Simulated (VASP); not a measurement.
# Bi (P2/m) in VASP: vibrations by perturbation theory with PBE

Aim: the vibrations by perturbation theory of Bi with PBE.

All numbers are computed with VASP 6.6.1; they aren't measurements. Logs are shortened: lines on timing, memory, paths and dates and some standing lists are left out, and cuts for length are marked.

**1. The cell of the first run**

It takes space group P2/m (No. 10, monoclinic). Conventional cell: a = 3.238 Å, b = 3.222 Å, c = 6.444 Å, α = 90.00°, β = 90.72°, γ = 90.00°. Within 4.2 Å of Bi (site symmetry m) lie 6 Bi at 3.22 to 3.24 Å.

**2. Vibrations by perturbation theory, PBE**

Contents of INCAR:

```
PREC = Accurate
ENCUT = 520
EDIFF = 1E-8
ISMEAR = -1
SIGMA = 0.05
LREAL = False
LASPH = True
NELM = 80
ALGO = Normal
ISIF = 2
LWAVE = False
LCHARG = True
GGA = PE
NBANDS = 22
IBRION = 8
NSW = 1
```

Contents of KPOINTS:

```
regular mesh
0
Gamma
  8 8 4
```

Contents of POSCAR:

```
Bi
1.0
    3.2383762460      0.0000000000      0.0000000000
    0.0000000000      3.2216433200      0.0000000000
   -0.0804548793      0.0000000000      6.4438887882
Bi
2
Direct
    0.5442472500      0.0000000000      0.7495778900
    0.4557527500      0.0000000000      0.2504221100
```

Potentials or basis: VASP PAW PBE potentials, release 64 (Bi_d).

Run with:

```sh
> cat potpaw_PBE.64/Bi_d/POTCAR > POTCAR
> mpirun -np 1 vasp_std > vasp.out
```

OUTCAR:

```text
PREC = Accurate
   ENCUT = 520
   EDIFF = 1E-8
   ISMEAR = -1
   LREAL = False
   LASPH = True
   NELM = 80
   ISIF = 2
   GGA = PE
   IBRION = 8
   NSW = 1

 ion  position               nearest neighbor table
   1  0.544  0.000  0.750-   2 3.23   2 3.24
   2  0.456  0.000  0.250-   1 3.23   1 3.24

  LATTYP: Found a simple monoclinic cell.
 ALAT       =     3.2383762460
 B/A-ratio  =     0.9948329271
 C/A-ratio  =     1.9900068852
 COS(beta)  =    -0.0124844813

  Lattice vectors:

 A1 = (   3.2383762460,   0.0000000000,   0.0000000000)
 A2 = (   0.0000000000,   3.2216433200,   0.0000000000)
 A3 = (  -0.0804548793,   0.0000000000,   6.4438887882)

Analysis of symmetry for initial positions (statically):
=====================================================================
 Subroutine PRICEL returns:
 Original cell was already a primitive cell.

 Routine SETGRP: Setting up the symmetry group for a
 simple monoclinic supercell.

 Subroutine GETGRP returns: Found  4 space group operations
 (whereof  4 operations were pure point group operations)
 out of a pool of  4 trial point group operations.

The static configuration has the point symmetry C_2h.

Analysis of symmetry for dynamics (positions and initial velocities):
=====================================================================
 Subroutine PRICEL returns:
 Original cell was already a primitive cell.

 Routine SETGRP: Setting up the symmetry group for a
 simple monoclinic supercell.

 Subroutine GETGRP returns: Found  4 space group operations
 (whereof  4 operations were pure point group operations)
 out of a pool of  4 trial point group operations.

The dynamic configuration has the point symmetry C_2h.

 Subroutine INISYM returns: Found  4 space group operations
 (whereof  4 operations are pure point group operations),
 and found     1 'primitive' translations

----------------------------------------------------------------------------------------

                                     Primitive cell

  volume of cell :      67.2284

  direct lattice vectors                    reciprocal lattice vectors
     3.238376246  0.000000000  0.000000000     0.308796731  0.000000000  0.003855467
     0.000000000  3.221643320  0.000000000     0.000000000  0.310400594  0.000000000
    -0.080454879  0.000000000  6.443888788     0.000000000  0.000000000  0.155185794

  length of vectors
     3.238376246  3.221643320  6.444391026     0.308820799  0.310400594  0.155185794

  position of ions in fractional coordinates (direct lattice)
     0.544247250  0.000000000  0.749577890
     0.455752750  0.000000000  0.250422110

  ion indices of the primitive-cell ions
   primitive index   ion index
                 1           1
                 2           2

----------------------------------------------------------------------------------------

 KPOINTS: regular mesh

Automatic generation of k-mesh.
 Grid dimensions read from file:
 generate k-points for:    8    8    4

 Generating k-lattice:

  Cartesian coordinates                     Fractional coordinates (reciprocal lattice)
     0.038599591  0.000000000  0.000481933     0.125000000  0.000000000 -0.000000000
[... 91 lines left out ...]
  energy-cutoff  :      520.00
  volume of cell :       67.23
 maximum number of plane-waves:      1836
   NGX = 13   NGY = 11   NGZ = 23

--------------------------------------- Ionic step        1  -------------------------------------------

 number of electron      30.0000014 magnetization

 Free energy of the ion-electron system (eV)
  ---------------------------------------------------
  ext. energy  EPLUGINS =         0.00000000
  ---------------------------------------------------
  free energy    TOTEN  =        -7.65124992 eV

  energy without entropy =       -7.63704134  energy(sigma->0) =       -7.64414563

 E-fermi :   6.8083     XC(G=0):  -9.7909

 val. band max:        6.8026074559   @ k =  -0.3750   0.2500   0.2500
 cond. band min:       6.8144558808   @ k =   0.1250   0.2500   0.2500
 fundamental gap:      0.0118484249
 Fermi energy:         6.8083316236

 k-point     1 :       0.0000    0.0000    0.0000
  band No.  band energies     occupation
      1     -16.1520      2.00000
      2     -16.1422      2.00000
      3     -16.1352      2.00000
      4     -15.8933      2.00000
      5     -15.8927      2.00000
      6     -15.8730      2.00000
[... 589 lines left out ...]
     21      12.8999      0.00000
     22      14.2610      0.00000

 [... further k-points ...]

------------------------ aborting loop because EDIFF is reached ----------------------------------------

  FORCE on cell =-STRESS in cart. coord.  units (eV):
  Direction    XX          YY          ZZ          XY          YZ          ZX
  --------------------------------------------------------------------------------------
  -------------------------------------------------------------------------------------
  Total        0.7973385      1.1227966      0.6932766      0.0000000      0.0000000     -0.0491714
  in kB       19.0020533     26.7583230     16.5220654      0.0000000      0.0000000     -1.1718446
  external PRESSURE =      20.7608139 kB  Pullay stress =       0.0000000 kB

 VOLUME and BASIS-vectors are now :
 -----------------------------------------------------------------------------
  energy-cutoff  :      520.00
  volume of cell :       67.23
      direct lattice vectors                 reciprocal lattice vectors
     3.238376246  0.000000000  0.000000000     0.308796731  0.000000000  0.003855467
     0.000000000  3.221643320  0.000000000     0.000000000  0.310400594  0.000000000
    -0.080454879  0.000000000  6.443888788     0.000000000  0.000000000  0.155185794

 POSITION                                       TOTAL-FORCE (eV/Angst)
 -----------------------------------------------------------------------------------
      1.70217      0.00000      4.83020         0.013501      0.000000     -0.010380
      1.45575      0.00000      1.61369        -0.013501      0.000000      0.010380
 -----------------------------------------------------------------------------------
    total drift:                                0.000000     -0.000000      0.000000

  FREE ENERGIE OF THE ION-ELECTRON SYSTEM (eV)
  ---------------------------------------------------
  free  energy   TOTEN  =        -7.6512499184 eV

  energy  without entropy=       -7.6370413397  energy(sigma->0) =       -7.64414563

[... ionic steps 2 to 3 ...]

--------------------------------------- Ionic step        4  -------------------------------------------

------------------------ aborting loop because EDIFF is reached ----------------------------------------

--------------------------------------- Ionic step        5  -------------------------------------------

------------------------ aborting loop because EDIFF is reached ----------------------------------------

--------------------------------------- Ionic step        6  -------------------------------------------

 Free energy of the ion-electron system (eV)
  ---------------------------------------------------
  ---------------------------------------------------
  free energy    TOTEN  =        -0.36859874 eV

  energy without entropy =       -0.36858927

------------------------ aborting loop because EDIFF is reached ----------------------------------------

 INTERNAL STRAIN TENSOR  FOR ION    1  DIRECTION 3   (eV/Angst):
 -----------------------------------------------------------------------------
    -0.32996  0.00000  0.56438
     0.00000  0.38770  0.00000
     0.74441  0.00000 -0.46793

 INTERNAL STRAIN TENSOR FOR ION    2 for displacements in x,y,z  (eV/Angst):
          X           Y           Z          XY          YZ          ZX
  --------------------------------------------------------------------------------
  x    -0.18368    -0.48474     1.53253     0.00000     0.00000    -0.03352
  y     0.00000     0.00000     0.00000     0.15008     0.03657     0.00000
  z     0.32996    -0.38770     0.46793     0.00000     0.00000    -0.56438

 SECOND DERIVATIVES (NOT SYMMETRIZED)
 ------------------------------------
               1X          1Y          1Z          2X          2Y          2Z
  1X    -0.041367    0.000000    0.000243    0.041367    0.000000   -0.000243
  1Y     0.000000    0.026894    0.000000    0.000000   -0.026894    0.000000
  1Z    -0.000598    0.000000   -0.356812    0.000598    0.000000    0.356812
  2X     0.041367    0.000000   -0.000243   -0.041367    0.000000    0.000243
  2Y     0.000000   -0.026894    0.000000    0.000000    0.026894    0.000000
  2Z     0.000598    0.000000    0.356812   -0.000598    0.000000   -0.356812

 Eigenvectors and eigenvalues of the dynamical matrix
 ----------------------------------------------------

   1 f  =    0.913551 THz     5.740012 2PiTHz   30.472789 cm-1     3.778143 meV
             X         Y         Z           dx          dy          dz
      1.702170  0.000000  4.830197     0.000399   -0.000000    0.707107
      1.455751  0.000000  1.613692    -0.000399   -0.000000   -0.707107
[... 11 lines left out ...]
   4 f  =    0.000000 THz     0.000000 2PiTHz    0.000000 cm-1     0.000000 meV
             X         Y         Z           dx          dy          dz
      1.702170  0.000000  4.830197     0.707107    0.000043    0.000030
      1.455751  0.000000  1.613692     0.707107    0.000043    0.000030

   5 f/i=    0.000000 THz     0.000000 2PiTHz    0.000000 cm-1     0.000000 meV
             X         Y         Z           dx          dy          dz
      1.702170  0.000000  4.830197    -0.000051    0.474405    0.524347
      1.455751  0.000000  1.613692    -0.000051    0.474405    0.524347

   6 f/i=    0.250807 THz     1.575867 2PiTHz    8.366024 cm-1     1.037254 meV
             X         Y         Z           dx          dy          dz
      1.702170  0.000000  4.830197    -0.000000    0.707107   -0.000000
      1.455751  0.000000  1.613692     0.000000   -0.707107   -0.000000

--------------------------------------------------------------------------------------------------------

 ELASTIC MODULI CONTR FROM IONIC RELAXATION (kBar)
 Direction    XX          YY          ZZ          XY          YZ          ZX
 --------------------------------------------------------------------------------
 XX         -26.7432    -42.7763    151.9797      0.0000      0.0000      8.9174
 YY         -42.7763   -145.3027    439.8640     -0.0000     -0.0000    -23.8936
 ZZ         151.9797    439.8640  -1367.3005      0.0000      0.0000     46.9825
 XY           0.0000     -0.0000      0.0000     -0.0000     -0.0000     -0.0000
 YZ           0.0000     -0.0000      0.0000     -0.0000     -0.0000     -0.0000
 ZX           8.9174    -23.8936     46.9825     -0.0000     -0.0000    -21.9114
 --------------------------------------------------------------------------------
```

Wall time 5.2 min (1 thread of Intel Xeon Platinum 8488C (Sapphire Rapids), shared host); peak memory 0.45 GiB.

Results:

| Property | Result |
| --- | --- |
| Highest phonon frequency at Γ | 30 cm⁻¹ |

Phonon frequencies in cm⁻¹ (negative: imaginary):
```
              q point     frequencies
(0.000, 0.000, 0.000)  -8 0 0 0 10 30
```

Caveat: the cell wasn't relaxed at this level first, which shifts response properties; spin-orbit coupling is left out, which moves the levels of the heavy elements.
